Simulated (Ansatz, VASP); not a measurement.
**TiCo3: VASP beside Ansatz**

File INCAR:

```
ALGO = Normal ; EDIFF = 1E-7
ENCUT = 520 ; GGA = PS
ISIF = 2 ; ISMEAR = -1
ISPIN = 2 ; LASPH = T
LCHARG = F ; LMAXMIX = 4
LORBIT = 11 ; LREAL = F
LWAVE = F ; MAGMOM = 0 2 2 2
NBANDS = 32 ; NELM = 150
PREC = Accurate ; SIGMA = 0.05
```

File KPOINTS:

```
k-points
0
Gamma
  10 10 10
```

POSCAR

```
TiCo3
1.0
    3.5710000000      0.0000000000      0.0000000000
    0.0000000000      3.5710000000      0.0000000000
    0.0000000000      0.0000000000      3.5710000000
Ti Co
1 3
Direct
    0.0000000000      0.0000000000      0.0000000000
    0.0000000000      0.5000000000      0.5000000000
    0.5000000000      0.0000000000      0.5000000000
    0.5000000000      0.5000000000      0.0000000000
```

Input for Ansatz:

```yaml
crystal:
  lattice:
    - [3.571, 0.0, 0.0]
    - [0.0, 3.571, 0.0]
    - [0.0, 0.0, 3.571]
  atoms:
    - { symbol: Ti, position: [0.0, 0.0, 0.0] }
    - { symbol: Co, position: [0.0, 0.5, 0.5], spin: 2.0 }
    - { symbol: Co, position: [0.5, 0.0, 0.5], spin: 2.0 }
    - { symbol: Co, position: [0.5, 0.5, 0.0], spin: 2.0 }
magnetization:
  spin_polarized: true
kpoints:
  mp_grid: { grid: [10, 10, 10] }
scf:
  occupations: { method: fermi_dirac, width: 0.05 }
  lower_state_search: "off"
hamiltonian:
  xc: pbesol
  pseudopotentials: { kind: paw }
output:
  forces: true
  stress: true
  eigenvalues: true
  populations: true
  dos: { projected: true, de: 0.1, e_range: [-8, 5] }
  write_density: true
  write_potential: true
  elf: true
  volumetric_format: npy
```

Alike in both runs: task single point; functional PBEsol; k mesh 10 × 10 × 10; occupations fermi-dirac, width 0.05 eV; collinear spin.

|  | VASP | Ansatz |
| --- | --- | --- |
| version | VASP 6.6.1 | Ansatz 0.2.0 |
| potentials or method | VASP PAW PBE potentials, release 64 (Ti_sv, Co) | PAW with Ansatz's default frozen-core files, scalar-relativistic |
| plane-wave cutoff (eV) | 520 | 420 |
| valence electrons in the cell | 39 | 63 |

```tsv
	VASP	Ansatz	Ansatz less VASP
pressure (GPa)	-7.9	-3.7	+4.25
net moment per atom (μB)	0.29	0.64	+0.356
size of the moment on the site where the two differ most (μB)	0.44	1.03	+0.590
```

The net moments are unlike, so the other rows may belong to different states. VASP's potentials were made for PBE, not for PBEsol. Site moments also hang on the region over which each program counts them. VASP's potentials hold 39 valence electrons a cell and Ansatz's 63, so a difference there can come from the potentials and not from the codes.
